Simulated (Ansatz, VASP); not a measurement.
B: VASP beside Ansatz

INCAR

```
  ALGO = Normal
  EDIFF = 1E-6
  ENCUT = 520
  GGA = CA
  ISIF = 2
  ISMEAR = -1
  LASPH = True
  LCHARG = False
  LREAL = False
  LWAVE = False
  NBANDS = 10
  NELM = 60
  PREC = Accurate
  SIGMA = 0.1
```

KPOINTS

```
k-points
0
Gamma
  24 24 5
```

The input POSCAR:

```
B
1.0
    1.6962388030      0.0000000000      0.0000000000
   -0.8481194015      1.4689858943      0.0000000000
    0.0000000000      0.0000000000      6.9341498130
B
2
Direct
    0.3333333333      0.6666666667      0.2500000000
    0.6666666667      0.3333333333      0.7500000000
```

Input for Ansatz:

```yaml
crystal:
  lattice:
    - [1.696238803, 0.0, 0.0]
    - [-0.8481194015, 1.4689858943, 0.0]
    - [0.0, 0.0, 6.934149813]
  atoms:
    - { symbol: B, position: [0.3333333333, 0.6666666667, 0.25] }
    - { symbol: B, position: [0.6666666667, 0.3333333333, 0.75] }
hamiltonian:
  xc: lda
  pseudopotentials:
    kind: paw
    azcp:
      B: "pseudopotentials/B.paw.azcp"
basis:
  ecutwfc: 420
  fft_grid_basis: typed
kpoints:
  mp_grid: { grid: [24, 24, 5], shift: [0, 0, 0] }
magnetization:
  spin_polarized: false
scf:
  occupations: { method: fermi_dirac, width: 0.1 }
  lower_state_search: "off"
output:
  stress: true
```

Alike in both runs: task single point; functional LDA; k mesh 24 × 24 × 5; occupations fermi-dirac, width 0.1 eV; no spin polarisation.

|  | VASP | Ansatz |
| --- | --- | --- |
| version | VASP 6.6.1 | Ansatz 0.2.0 |
| potentials or method | VASP PAW LDA potentials, release 64 (B), cutoff 520 eV | plane waves (420 eV) with PAW, scalar-relativistic |
| valence electrons in the cell | 6 | 6 |

Ansatz gave:

- pressure (GPa): -0.5
- traceless stress, the component that is largest in VASP (GPa): -0.02

What did VASP give for the same quantities?

Pressure (GPa): -0.4; traceless stress, the component that is largest in VASP (GPa): -0.23.

Ansatz warns that its potentials were made for another functional, while VASP's fit it. LDA's correlation is that of Perdew and Zunger in VASP and of Perdew and Wang (1992) in Ansatz.
